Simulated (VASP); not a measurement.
Wanted: the native input for a VASP 6.6.1 run.

- Task: single point
- Functional: PBEsol
- Potentials or basis: VASP PAW PBE potentials, release 64 (Nb_sv, As)
- Cutoff: 520 eV
- k mesh: 9 × 5 × 1
- Occupations: gaussian, width 0.1 eV
- Spin: no spin polarisation
- Dipole correction: yes
- Further INCAR settings: ALGO = Normal; EDIFF = 1e-07; NBANDS = 66; ISYM = 0

The structure of NbAs lies in POSCAR:

```
NbAs
1.0
    3.4393064279      0.0000000000      0.0000000000
   -1.7196532140      6.0462461690      0.0000000000
    0.0000000000      0.0000000000     25.7987944887
Nb As
6 6
Direct
    0.3118242251      0.6236484503      0.3294727590
    0.5820474360      0.1640948720      0.3614245011
    0.3927170685      0.7854341371      0.4572797271
    0.6629402794      0.3258805587      0.4892314691
    0.4744377260      0.9489429698      0.5864012710
    0.7452442222      0.4905592958      0.6180346734
    0.9271664627      0.8543329254      0.3829615628
    0.1973896736      0.3947793471      0.4149133048
    0.0072874335      0.0145900281      0.5106079577
    0.2780807598      0.5563373572      0.5433308306
    0.0885187001      0.1769813297      0.6396649397
    0.3674672140      0.7346357256      0.6702567429
```

The input as run:

INCAR

```
SYSTEM = NbAs
  PREC = Accurate
  ENCUT = 520
  EDIFF = 1E-7
  ISMEAR = 0
  SIGMA = 0.1
  LREAL = .False.
  LASPH = .True.
  NELM = 80
  ALGO = Normal
  ISIF = 2
  LWAVE = .False.
  LCHARG = .True.
  LDIPOL = .True.
  IDIPOL = 3
  DIPOL = 0.5 0.5 0.500
  GGA = PS
  LELF = .True.
  LVHAR = .True.
  LVACPOTAV = .True.
  ISYM = 0
  NBANDS = 66
```

KPOINTS

```
regular mesh
0
Gamma
  9 5 1
  0 0 0
```

Potentials or basis: VASP PAW PBE potentials, release 64 (Nb_sv, As).

The run is started by

```sh
$ cat potpaw_PBE.64/Nb_sv/POTCAR potpaw_PBE.64/As/POTCAR > POTCAR
$ mpirun -np 1 vasp_std > vasp.out
```

Results of the run:

```yaml
Largest_force: 1.534 eV/Å
Band_gap_on_the_k_mesh: zero (bands 54 and 55 overlap by 0.18 eV)
```

Caveat: the PAW data sets were made with another functional, which shifts forces and pressure a little.

Run time: 32 min on 1 thread of Intel(R) Xeon(R) Platinum 8488C (Sapphire Rapids), on a shared host, peak memory 0.9 GiB.
